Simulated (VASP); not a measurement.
Input of a VASP 6.6.1 run:

The input INCAR:

```
SYSTEM = Al
ALGO = Normal ; EDIFF = 1E-7
ENCUT = 520 ; GGA = PE
ISIF = 2 ; ISMEAR = 0
LASPH = .TRUE. ; LCHARG = .FALSE.
LREAL = Auto ; LWAVE = .FALSE.
NBANDS = 68 ; NELM = 80
PREC = Accurate ; SIGMA = 0.15
```

The input KPOINTS:

```
k-points
0
G
  3 3 3
  0 0 0
```

Contents of POSCAR:

```
Al
1.0
    8.1000000000      0.0000000000      0.0000000000
    0.0000000000      8.1000000000      0.0000000000
    0.0000000000      0.0000000000      8.1000000000
Al
31
Direct
    0.7463077778      0.2476101235     -0.0004593827
    0.7479760494     -0.0004986420      0.2468880247
    0.0033639506      0.0026217284     -0.0004528395
    0.3118182716      0.1883911111     -0.0004339506
    0.4976200000      0.4968807407     -0.0004308642
    0.7480335802      0.7522558025     -0.0004480247
    0.2480233333     -0.0066206173      0.2610108642
    0.5068128395      0.2522255556      0.2610007407
    0.7513865432      0.5013903704      0.2503174074
    0.5016275309     -0.0014111111      0.4995523457
    0.7575981481      0.2515785185      0.4995449383
    0.7479523457     -0.0005275309      0.7521922222
    0.0023137037      0.4979146914     -0.0004340741
    0.2526356790      0.7538906173     -0.0004319753
    0.0043577778      0.2512349383      0.2461524691
    0.2490006173      0.4958870370      0.2461858025
    0.5007948148      0.7522755556      0.2468918519
   -0.0045971605      0.0003865432      0.4995492593
    0.2488353086      0.2513458025      0.4995653086
    0.4998280247      0.5048082716      0.4995686420
    0.7497532099      0.7504740741      0.4995459259
    0.2479860494     -0.0065981481      0.7381188889
    0.5068045679      0.2522053086      0.7381138272
    0.7513466667      0.5014053086      0.7487881481
   -0.0011395062      0.7488596296      0.2503359259
   -0.0001788889      0.5003997531      0.4995639506
    0.2486829630      0.7425955556      0.4995812346
    0.0042962963      0.2512372840      0.7529437037
    0.2489841975      0.4958448148      0.7529808642
    0.5007535802      0.7522785185      0.7522322222
   -0.0011534568      0.7488458025      0.7487817284
```

Potentials or basis: VASP PAW PBE potentials, release 64 (Al).

Command:

```sh
$ cat potpaw_PBE.64/Al/POTCAR > POTCAR
$ mpirun -np 1 vasp_std > vasp.out
```

(1) Estimate the pressure.

(2) What does it give for the largest force?

## Answers

(1) -0.9 GPa.

(2) 0.718 eV/Å.
